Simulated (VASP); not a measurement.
Set up this calculation in VASP 6.6.1, as the native input.

* Task: single point
* Functional: PBE
* Potentials or basis: VASP PAW PBE potentials, release 64 (Cu)
* Cutoff: 520 eV
* k mesh: 22 × 22 × 22
* Occupations: gaussian, width 0.15 eV
* Spin: no spin polarisation
* Dipole correction: no
* Further INCAR settings: ALGO = Normal; EDIFF = 1e-06; NBANDS = 12

The structure of Cu lies in POSCAR:

```
Cu
1.0
   -1.4978000000      1.4978000000      1.4280500000
    1.4978000000     -1.4978000000      1.4280500000
    1.4978000000      1.4978000000     -1.4280500000
Cu
1
Direct
    0.0000000000      0.0000000000      0.0000000000
```

The input as run:

INCAR

```
SYSTEM = Cu
  PREC = Accurate
  ENCUT = 520
  EDIFF = 1E-6
  ISMEAR = 0
  SIGMA = 0.15
  LREAL = .FALSE.
  LASPH = .TRUE.
  NELM = 80
  ALGO = Normal
  ISIF = 2
  LWAVE = .FALSE.
  LCHARG = .TRUE.
  GGA = PE
  LELF = .TRUE.
  LVHAR = .TRUE.
  NBANDS = 12
```

KPOINTS

```
Automatic mesh
0
G
  22 22 22
  0 0 0
```

Potentials or basis: VASP PAW PBE potentials, release 64 (Cu).

The run is started by

```bash
$ cat potpaw_PBE.64/Cu/POTCAR > POTCAR
$ mpirun -np 1 vasp_std > vasp.out
```

Results of the run:

* Pressure: -7.0 GPa

It took 55 s on 1 thread of AMD EPYC 9R45 96-Core Processor (Zen 5), with other jobs on the host, peak memory 0.2 GiB.
